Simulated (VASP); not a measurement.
# MgO (P6_3mc) in VASP: further runs

MgO is run at these levels: PBE, r2SCAN; tasks: single point.

Everything below comes from runs of VASP 6.6.1. Logs are shortened: lines on timing, memory, paths and dates and some standing lists are left out, and cuts for length are marked.

## Step 1: The cell of the first run

The structure is hexagonal, space group P6_3mc (No. 186). Conventional cell: a = 3.285 Å, b = 3.285 Å, c = 4.949 Å, α = 90.00°, β = 90.00°, γ = 120.00°. Mg (site symmetry 3m) has 4 O at 1.96 to 1.98 Å within 2.6 Å. O (site symmetry 3m) has 4 Mg at 1.96 to 1.98 Å within 2.6 Å.

## Step 2: Single point, PBE (strained)

Contents of INCAR:

```
SYSTEM = MgO
PREC = Accurate ; ENCUT = 520
EDIFF = 1E-7 ; ISMEAR = 0
SIGMA = 0.02 ; LREAL = .False.
LASPH = .True. ; NELM = 100
ALGO = Normal ; ISIF = 2
LWAVE = .False. ; LCHARG = .True.
GGA = PE ; LELF = .True.
LVHAR = .True. ; NBANDS = 16
```

Contents of KPOINTS:

```
regular mesh
0
Gamma
  9 9 6
  0 0 0
```

Contents of POSCAR:

```
MgO
1.0
    3.2851617235      0.0000000000      0.0000000000
   -1.6425808618      2.8450335081      0.0000000000
    0.0000000000      0.0000000000      4.9487987594
Mg O
2 2
Direct
    0.3333333300      0.6666666700      0.0021597400
    0.6666666700      0.3333333300      0.5021597400
    0.3333333300      0.6666666700      0.4024402600
    0.6666666700      0.3333333300      0.9024402600
```

Potentials or basis: VASP PAW PBE potentials, release 64 (Mg, O).

On the command line:

```console
$ cat potpaw_PBE.64/Mg/POTCAR potpaw_PBE.64/O/POTCAR > POTCAR
$ mpirun -np 1 vasp_std > vasp.out
```

OUTCAR:

```text
SYSTEM = MgO
   PREC = Accurate
   ENCUT = 520
   EDIFF = 1E-7
   ISMEAR = 0
   LREAL = .False.
   LASPH = .True.
   NELM = 100
   ISIF = 2
   GGA = PE

 ion  position               nearest neighbor table
   1  0.333  0.667  0.002-   4 1.96   4 1.96   4 1.96   3 1.98   2 3.12   2 3.12   2 3.12   2 3.12
                             2 3.12   2 3.12
   2  0.667  0.333  0.502-   3 1.96   3 1.96   3 1.96   4 1.98   1 3.12   1 3.12   1 3.12   1 3.12
                             1 3.12   1 3.12
   3  0.333  0.667  0.402-   2 1.96   2 1.96   2 1.96   1 1.98
   4  0.667  0.333  0.902-   1 1.96   1 1.96   1 1.96   2 1.98

  LATTYP: Found a hexagonal cell.
 ALAT       =     3.2851617235
 C/A-ratio  =     1.5064094787

  Lattice vectors:

 A1 = (   3.2851617235,   0.0000000000,   0.0000000000)
 A2 = (  -1.6425808618,   2.8450335081,   0.0000000000)
 A3 = (   0.0000000000,   0.0000000000,   4.9487987594)

Analysis of symmetry for initial positions (statically):
=====================================================================
 Subroutine PRICEL returns:
 Original cell was already a primitive cell.

 Routine SETGRP: Setting up the symmetry group for a
 hexagonal supercell.

 Subroutine GETGRP returns: Found 12 space group operations
 (whereof  6 operations were pure point group operations)
 out of a pool of 24 trial point group operations.

The static configuration has the point symmetry C_3v.
 The point group associated with its full space group is C_6v.

Analysis of symmetry for dynamics (positions and initial velocities):
=====================================================================
 Subroutine PRICEL returns:
 Original cell was already a primitive cell.

 Routine SETGRP: Setting up the symmetry group for a
 hexagonal supercell.

 Subroutine GETGRP returns: Found 12 space group operations
 (whereof  6 operations were pure point group operations)
 out of a pool of 24 trial point group operations.

The dynamic configuration has the point symmetry C_3v.
 The point group associated with its full space group is C_6v.

 Subroutine INISYM returns: Found 12 space group operations
 (whereof  6 operations are pure point group operations),
 and found     1 'primitive' translations

----------------------------------------------------------------------------------------

                                     Primitive cell

  volume of cell :      46.2534

  direct lattice vectors                    reciprocal lattice vectors
     3.285161723  0.000000000  0.000000000     0.304399017  0.175744855  0.000000000
    -1.642580862  2.845033508  0.000000000     0.000000000  0.351489709  0.000000000
     0.000000000  0.000000000  4.948798759     0.000000000  0.000000000  0.202069239

  length of vectors
     3.285161723  3.285161724  4.948798759     0.351489709  0.351489709  0.202069239

  position of ions in fractional coordinates (direct lattice)
     0.333333330  0.666666670  0.002159740
     0.666666670  0.333333330  0.502159740
     0.333333330  0.666666670  0.402440260
     0.666666670  0.333333330  0.902440260

  ion indices of the primitive-cell ions
   primitive index   ion index
                 1           1
                 2           2
                 3           3
                 4           4

----------------------------------------------------------------------------------------

 KPOINTS: regular mesh

Automatic generation of k-mesh.
 Grid dimensions read from file:
 generate k-points for:    9    9    6

 Generating k-lattice:

  Cartesian coordinates                     Fractional coordinates (reciprocal lattice)
     0.033822113  0.019527206  0.000000000     0.111111111 -0.000000000  0.000000000
     0.000000000  0.039054412  0.000000000     0.000000000  0.111111111  0.000000000
     0.000000000  0.000000000  0.033678207     0.000000000  0.000000000  0.166666667

  Length of vectors
     0.039054412  0.039054412  0.033678207

  Shift w.r.t. Gamma in fractional coordinates (k-lattice)
     0.000000000  0.000000000  0.000000000

 Subroutine IBZKPT returns following result:
 ===========================================

 Found     48 irreducible k-points:

 Following reciprocal coordinates:
            Coordinates               Weight
  0.000000  0.000000  0.000000      1.000000
  0.111111 -0.000000  0.000000      6.000000
  0.222222  0.000000  0.000000      6.000000
  0.333333 -0.000000  0.000000      6.000000
  0.444444  0.000000  0.000000      6.000000
  0.111111  0.111111  0.000000      6.000000
[... 16 lines left out ...]
  0.333333  0.222222  0.166667     24.000000
  0.333333  0.333333  0.166667      4.000000
 [... further k-points ...]
   k-points           NKPTS =     48   k-points in BZ     NKDIM =     48   number of bands    NBANDS=     16
   number of dos      NEDOS =    301   number of ions     NIONS =      4
   total plane-waves  NPLWV =  23040
   dimension x,y,z NGX =    24 NGY =   24 NGZ =   40
   dimension x,y,z NGXF=    48 NGYF=   48 NGZF=   80
   ions per type =               2   2
   NGX,Y,Z   is equivalent  to a cutoff of  12.15, 12.15, 13.44 a.u.
   NGXF,Y,Z  is equivalent  to a cutoff of  24.29, 24.29, 26.87 a.u.
 SYSTEM =  MgO
   PREC   = accura    normal or accurate (medium, high low for compatibility)
   ISTART =      0    job   : 0-new  1-cont  2-samecut
   ICHARG =      2    charge: 1-file 2-atom 10-const
   ISPIN  =      1    spin polarized calculation?
   LNONCOLLINEAR =      F non collinear calculations
   LSORBIT =      F    spin-orbit coupling
   LASPH  =      T    aspherical Exc in radial PAW
   ENCUT  =  520.0 eV  38.22 Ry    6.18 a.u.   6.11  6.11  9.20*2*pi/ulx,y,z
   NELM   =    100;   NELMIN=  2; NELMDL= -5     # of ELM steps
   EDIFF  = 0.1E-06   stopping-criterion for ELM
   LREAL  =      F    real-space projection
   EDIFFG = 0.1E-05   stopping-criterion for IOM
   NSW    =      0    number of steps for IOM
   IBRION =     -1    ionic relax: 0-MD 1-quasi-New 2-CG
   NFREE  =      0    steps in history (QN), initial steepest desc. (CG)
   ISIF   =      2    stress and relaxation
   ISYM   =      2    0-nonsym 1-usesym 2-fastsym
   POTIM  = 0.5000    time-step for ionic-motion
   TEBEG  =    0.0;   TEEND  =   0.0 temperature during run
   PSTRESS=    0.0 pullay stress
   NELECT =      16.0000    total number of electrons
   NUPDOWN=      -1.0000    fix difference up-down
   EMIN   =  10.00;   EMAX   =-10.00  energy-range for DOS
   EFERMI =   0.00;   METHOD = LEGACY
   ISMEAR =     0;   SIGMA  =   0.02  broadening in eV -4-tet -1-fermi 0-gaus
   EFERMI_NEDOS =   21; number of points for ismear=-14 and -15
   IALGO  =     38    algorithm
   IMIX   =      4    mixing-type and parameters
     AMIX     =   0.40;   BMIX     =  1.00
     AMIX_MAG =   1.60;   BMIX_MAG =  1.00
  volume/ion in A,a.u.               =      11.56        78.03
  Fermi-wavevector in a.u.,A,eV,Ry     =   1.149212  2.171696 17.969056  1.320688
  Thomas-Fermi vector in A             =   2.285883
   LORBIT       =      0    0 simple, 1 ext, 2 COOP (PROOUT), +10 PAW based schemes
   GGA     = PE    functional components
   LHFCALC =     F    Hartree Fock is set to
   AEXX    =    0.0000 exact exchange contribution
   IVDW    =     0    specifies the selected vdW correction
   LEPSILON=     F    determine dielectric tensor
   LRPA    =     F    only Hartree local field effects (RPA)
 non-spin polarized calculation
 Gauss-broadening in eV      SIGMA  =   0.02
  energy-cutoff  :      520.00
  volume of cell :       46.25
 maximum number of plane-waves:      1260
   NGX = 13   NGY = 13   NGZ = 19

 number of electron      16.0000009 magnetization

 Free energy of the ion-electron system (eV)
  ---------------------------------------------------
  ext. energy  EPLUGINS =         0.00000000
  ---------------------------------------------------
  free energy    TOTEN  =       -23.49314221 eV

  energy without entropy =      -23.49314221  energy(sigma->0) =      -23.49314221

 E-fermi :   1.4520     XC(G=0):  -9.8329

 val. band max:        1.2728135058   @ k =   0.0000   0.0000   0.0000
 cond. band min:       4.8499753822   @ k =   0.0000   0.0000   0.0000
 fundamental gap:      3.5771618764
 Fermi energy:         1.4519634855

 k-point     1 :       0.0000    0.0000    0.0000
  band No.  band energies     occupation
      1     -15.0698      2.00000
      2     -14.2235      2.00000
      3      -2.0752      2.00000
      4       0.4711      2.00000
      5       0.4711      2.00000
      6       0.8159      2.00000
[... 8 lines left out ...]
     15      17.9381      0.00000
     16      17.9381      0.00000

 k-point     2 :       0.1111   -0.0000    0.0000
  band No.  band energies     occupation
      1     -15.0060      2.00000
      2     -14.2027      2.00000
      3      -1.9541      2.00000
      4       0.1661      2.00000
      5       0.3883      2.00000
      6       0.4475      2.00000
[... 8 lines left out ...]
     15      17.6246      0.00000
     16      17.8342      0.00000

 k-point     3 :       0.2222    0.0000    0.0000
  band No.  band energies     occupation
      1     -14.8341      2.00000
      2     -14.1559      2.00000
      3      -1.6129      2.00000
      4      -0.6367      2.00000
      5      -0.1159      2.00000
      6       0.2141      2.00000
[... 8 lines left out ...]
     15      16.5563      0.00000
     16      16.8797      0.00000

 k-point     4 :       0.3333   -0.0000    0.0000
  band No.  band energies     occupation
      1     -14.6110      2.00000
      2     -14.1222      2.00000
      3      -1.4156      2.00000
      4      -1.1064      2.00000
      5      -0.6112      2.00000
      6       0.0464      2.00000
[... 8 lines left out ...]
     15      15.9130      0.00000
     16      17.0726      0.00000

 k-point     5 :       0.4444    0.0000    0.0000
  band No.  band energies     occupation
      1     -14.4285      2.00000
      2     -14.1318      2.00000
      3      -1.8423      2.00000
      4      -0.9294      2.00000
      5      -0.6113      2.00000
      6      -0.0528      2.00000
[... 8 lines left out ...]
     15      15.6481      0.00000
     16      17.4025      0.00000

 k-point     6 :       0.1111    0.1111    0.0000
  band No.  band energies     occupation
      1     -14.8880      2.00000
      2     -14.1689      2.00000
      3      -1.7225      2.00000
      4      -0.3045      2.00000
      5      -0.1439      2.00000
      6       0.3949      2.00000
[... 8 lines left out ...]
     15      16.5431      0.00000
     16      17.2280      0.00000
[... 267 lines left out ...]
 k-point    21 :       0.4444    0.1111    0.1667
  band No.  band energies     occupation
      1     -14.3542      2.00000
      2     -14.1557      2.00000
      3      -1.8895      2.00000
      4      -1.1504      2.00000
      5      -0.4358      2.00000
      6      -0.0097      2.00000
[... 8 lines left out ...]
     15      15.2642      0.00000
     16      17.4403      0.00000

 k-point    22 :       0.2222    0.2222    0.1667
  band No.  band energies     occupation
      1     -14.4735      2.00000
      2     -14.1425      2.00000
      3      -1.4301      2.00000
      4      -1.2825      2.00000
      5      -0.2733      2.00000
      6      -0.2362      2.00000
[... 8 lines left out ...]
     15      15.3469      0.00000
     16      17.9179      0.00000

 k-point    23 :       0.3333    0.2222    0.1667
  band No.  band energies     occupation
      1     -14.3220      2.00000
      2     -14.1593      2.00000
      3      -1.6358      2.00000
      4      -1.0954      2.00000
      5      -0.6639      2.00000
      6      -0.0089      2.00000
[... 8 lines left out ...]
     15      15.0447      0.00000
     16      17.9388      0.00000

 k-point    24 :       0.3333    0.3333    0.1667
  band No.  band energies     occupation
      1     -14.2174      2.00000
      2     -14.2174      2.00000
      3      -1.4836      2.00000
      4      -0.9750      2.00000
      5      -0.9750      2.00000
      6      -0.1774      2.00000
[... 8 lines left out ...]
     15      14.8523      0.00000
     16      18.8421      0.00000

 [... further k-points ...]
[... 5 lines left out ...]
  --------------------------------------------------------------------------------------
  -------------------------------------------------------------------------------------
  Total        1.6760629      1.6760629      1.6222547     -0.0000000      0.0000000     -0.0000000
  in kB       58.0573185     58.0573185     56.1934491     -0.0000000      0.0000000     -0.0000000
  external PRESSURE =      57.4360287 kB  Pullay stress =       0.0000000 kB

 VOLUME and BASIS-vectors are now :
 -----------------------------------------------------------------------------
  energy-cutoff  :      520.00
  volume of cell :       46.25
      direct lattice vectors                 reciprocal lattice vectors
     3.285161723  0.000000000  0.000000000     0.304399017  0.175744855  0.000000000
    -1.642580862  2.845033508  0.000000000     0.000000000  0.351489709  0.000000000
     0.000000000  0.000000000  4.948798759     0.000000000  0.000000000  0.202069239

 POSITION                                       TOTAL-FORCE (eV/Angst)
 -----------------------------------------------------------------------------------
     -0.00000      1.89669      0.01069        -0.000000      0.000000     -0.012241
      1.64258      0.94834      2.48509        -0.000000      0.000000     -0.012241
     -0.00000      1.89669      1.99160         0.000000      0.000000      0.012241
      1.64258      0.94834      4.46600        -0.000000     -0.000000      0.012241
 -----------------------------------------------------------------------------------
    total drift:                               -0.000017      0.000010      0.001340

  FREE ENERGIE OF THE ION-ELECTRON SYSTEM (eV)
  ---------------------------------------------------
  free  energy   TOTEN  =       -23.4931422118 eV

  energy  without entropy=      -23.4931422118  energy(sigma->0) =      -23.49314221
```

Wall time 24 s (1 thread of Intel Xeon Platinum 8259CL at 2.50GHz (Skylake/Cascade Lake), shared host); peak memory 0.17 GiB.

Results:

```
Free energy            : -23.4931 eV
Pressure               : 5.7 GPa
Largest force          : 0.012 eV/Å
Band gap on the k mesh : 3.58 eV
```

Forces in eV/Å, atoms in the order of the input:
```
Mg   0.000  0.000 -0.012
Mg   0.000  0.000 -0.012
O    0.000  0.000  0.012
O    0.000  0.000  0.012
```

Levels at points of the mesh, in eV from the valence-band top:
| k point | band 6 | band 7 | band 8 | band 9 | band 10 | band 11 |
| --- | --- | --- | --- | --- | --- | --- |
| (0.00, 0.00, 0.00) | -0.46 | -0.46 | 0.00 | 3.58 | 8.67 | 10.51 |
| (0.00, 0.00, 0.50) | -0.63 | -0.63 | -0.63 | 6.11 | 6.11 | 13.40 |

Caveat: the cell differs from its parent crystal (strained); the cell stands under pressure; an odd mesh through Γ misses points on the zone boundary, where band edges can lie.

## Step 3: Single point, r2SCAN (strained)

Contents of POSCAR:

```
MgO
1.0
    3.3210512123      0.0000000000      0.0000000000
   -1.6605256062      2.8761147171      0.0000000000
    0.0000000000      0.0000000000      5.0028630255
Mg O
2 2
Direct
    0.3333333300      0.6666666700      0.0021597400
    0.6666666700      0.3333333300      0.5021597400
    0.3333333300      0.6666666700      0.4024402600
    0.6666666700      0.3333333300      0.9024402600
```

Contents of INCAR.step1:

```
  PREC = Accurate
  ENCUT = 520
  ISMEAR = 0
  SIGMA = 0.02
  LREAL = F
  LASPH = T
  NELM = 100
  NBANDS = 16
  GGA = PE
  ALGO = Normal
  EDIFF = 1E-4
  LWAVE = T
  LCHARG = F
```

Contents of INCAR.step2:

```
  PREC = Accurate
  ENCUT = 520
  EDIFF = 1E-6
  ISMEAR = 0
  SIGMA = 0.02
  LREAL = F
  LASPH = T
  NELM = 100
  ALGO = Normal
  ISIF = 2
  LWAVE = F
  LCHARG = F
  METAGGA = R2SCAN
  LMIXTAU = T
  NBANDS = 16
  ISTART = 1
```

Contents of KPOINTS:

```
Automatic mesh
0
Gamma
  9 9 6
```

Potentials or basis: VASP PAW PBE potentials, release 64 (Mg, O).

On the command line:

```console
$ cat potpaw_PBE.64/Mg/POTCAR potpaw_PBE.64/O/POTCAR > POTCAR
$ cp INCAR.step1 INCAR
$ mpirun -np 1 vasp_std > vasp.out
$ cp INCAR.step2 INCAR
$ mpirun -np 1 vasp_std > vasp.out
```

It took 2.1 min on 1 thread of Intel Xeon Platinum 8259CL at 2.50GHz (Skylake/Cascade Lake), shared host; peak memory 0.19 GiB.

It converged, with:

```
Free energy            : -31.8473 eV
Pressure               : -2.6 GPa
Largest force          : 0.040 eV/Å
Band gap on the k mesh : 4.06 eV
```

Forces on the atoms (eV/Å):
```
Mg   0.000  0.000  0.040
Mg   0.000  0.000  0.040
O    0.000  0.000 -0.040
O    0.000  0.000 -0.040
```

Stress tensor (GPa, compression positive):
```
-2.81  0.00  0.00
 0.00 -2.81  0.00
 0.00  0.00 -2.16
```

Levels at points of the mesh, in eV from the valence-band top:
| k point | band 4 | band 5 | band 6 | band 7 | band 8 | band 9 | band 10 | band 11 | band 12 | band 13 |
| --- | --- | --- | --- | --- | --- | --- | --- | --- | --- | --- |
| (0.00, 0.00, 0.00) | -0.80 | -0.80 | -0.46 | -0.46 | 0.00 | 4.06 | 9.29 | 11.10 | 14.93 | 14.93 |
| (0.00, 0.00, 0.50) | -1.98 | -0.63 | -0.63 | -0.63 | -0.63 | 6.59 | 6.59 | 14.11 | 14.11 | 15.42 |

Caveat: the cell differs from its parent crystal (strained); the PAW data sets were made with another functional, which shifts forces and pressure a little; an odd mesh through Γ misses points on the zone boundary, where band edges can lie.
